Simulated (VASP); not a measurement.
## SiC: relaxation of cell and atoms with LDA

Crystal: SiC.

```xyz
4
Lattice="3.0919 0.0000 0.0000 -1.5460 2.6777 0.0000 0.0000 0.0000 5.0743" Properties=species:S:1:pos:R:3 pbc="T T T"
Si    0.0000    1.7851    2.5350
Si    1.5460    0.8926    5.0722
C     0.0000    1.7851    4.4421
C     1.5460    0.8926    1.9050
```

```json
{
 "Program": "VASP 6.6.1",
 "Task": "relaxation of cell and atoms",
 "Functional": "LDA",
 "Potentials or basis": "VASP PAW LDA potentials, release 64 (Si, C)",
 "Cutoff": "600 eV",
 "k mesh": "12 × 12 × 4",
 "Occupations": "fermi-dirac, width 0.02 eV",
 "Spin": "no spin polarisation",
 "Dipole correction": "no",
 "Further INCAR settings": "ALGO = Normal; EDIFF = 1e-07; IBRION = 2; EDIFFG = -0.005; NSW = 80; ISIF = 3"
}
```

The relaxed volume is 10.15 Å³/atom. The relaxed cell is a = 3.057 Å, b = 3.057 Å, c = 5.018 Å, α = 90.00°, β = 90.00°, γ = 120.00°, the space group after relaxing (to 0.05 Å) is P6_3mc (No. 186) and the energy gained by relaxing is 8.1 meV/atom. The ionic steps are 6. The pressure after relaxing is 0.0 GPa. The band gap on the k mesh is 2.12 eV, indirect (least direct gap 3.91 eV).

The path:
| step | energy change (eV) | largest force (eV/Å) | pressure (GPa) | volume (Å³) |
| --- | --- | --- | --- | --- |
| 1 | 0.0000 | 0.0044 | -7.24 | 42.01 |
| 2 | 0.0058 | 0.0227 | 8.80 | 39.19 |
| 3 | -0.0323 | 0.0076 | -0.05 | 40.63 |
| 4 | -0.0323 | 0.0078 | 0.10 | 40.60 |
| 5 | -0.0323 | 0.0099 | -0.09 | 40.64 |
| 6 | -0.0323 | 0.0007 | 0.01 | 40.62 |

Final structure:
```yaml
crystal:
  lattice:
    - [3.05736, 0.00000, 0.00000]
    - [-1.52868, 2.64775, 0.00000]
    - [0.00000, 0.00000, 5.01763]
  atoms:
    - { symbol: Si, position: [0.33333, 0.66667, 0.49959] }
    - { symbol: Si, position: [0.66667, 0.33333, 0.99959] }
    - { symbol: C, position: [0.33333, 0.66667, 0.87541] }
    - { symbol: C, position: [0.66667, 0.33333, 0.37541] }
```

Levels at points of the mesh, in eV from the valence-band top:
| k point | band 6 | band 7 | band 8 | band 9 | band 10 | band 11 |
| --- | --- | --- | --- | --- | --- | --- |
| (0.00, 0.00, 0.00) | -0.11 | 0.00 | 0.00 | 4.92 | 6.41 | 6.66 |
| (0.50, 0.00, 0.00) | -3.37 | -3.36 | -1.20 | 2.71 | 4.16 | 6.95 |
| (0.00, 0.00, 0.50) | -0.72 | -0.72 | -0.72 | 5.99 | 5.99 | 7.34 |
| (0.50, 0.00, 0.50) | -2.47 | -2.35 | -2.35 | 3.25 | 3.25 | 5.23 |

Wall time 98 s on 1 thread of Intel(R) Xeon(R) Platinum 8488C (Sapphire Rapids), with other jobs on the host, peak memory 0.17 GiB.

A k mesh can miss the band edges. A hybrid or GW would open this gap; LDA tends to underestimate it.
